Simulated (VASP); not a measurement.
Set up this calculation in VASP 6.6.1, as the native input.

- Task: single point
- Functional: PBE
- Potentials or basis: VASP PAW PBE potentials, release 64 (Zr_sv, Zn, As)
- Cutoff: 520 eV
- k mesh: 5 × 5 × 5
- Occupations: gaussian, width 0.2 eV
- Spin: no spin polarisation
- Dipole correction: no
- Further INCAR settings: ALGO = Normal; EDIFF = 1e-06; NBANDS = 31

The structure of Zr2ZnAs2 lies in POSCAR:

```
Zr2ZnAs2
1.0
   -1.8499748769      1.8499748769      7.3189763713
    1.8499748769     -1.8499748769      7.3189763713
    1.8499748769      1.8499748769     -7.3189763713
Zr Zn As
2 1 2
Direct
    0.3935804182      0.3935804182      0.0000000000
    0.6064195818      0.6064195818      0.0000000000
    0.0000000000      0.0000000000      0.0000000000
    0.7500000000      0.2500000000      0.5000000000
    0.2500000000      0.7500000000      0.5000000000
```

The cell was generated, and may not be a known phase.

These files were run (other wordings do the same):

INCAR

```
SYSTEM = Zr2ZnAs2
PREC = Accurate ; ENCUT = 520
EDIFF = 1E-6 ; ISMEAR = 0
SIGMA = 0.2 ; LREAL = .FALSE.
LASPH = .TRUE. ; NELM = 100
ALGO = Normal ; ISIF = 2
LWAVE = .FALSE. ; LCHARG = .FALSE.
GGA = PE ; NBANDS = 31
```

KPOINTS

```
Automatic mesh
0
G
  5 5 5
  0 0 0
```

Potentials or basis: VASP PAW PBE potentials, release 64 (Zr_sv, Zn, As).

Launch:

```sh
$ cat potpaw_PBE.64/Zr_sv/POTCAR potpaw_PBE.64/Zn/POTCAR potpaw_PBE.64/As/POTCAR > POTCAR
$ mpirun -np 1 vasp_std > vasp.out
```

Results of the run:

* Pressure: 0.1 GPa
* Largest force: 0.029 eV/Å
* Band gap on the k mesh: zero (bands 23 and 24 overlap by 0.61 eV)

It took 2.8 min on 1 thread of Intel(R) Xeon(R) Platinum 8488C (Sapphire Rapids), on a shared host, peak memory 0.48 GiB.
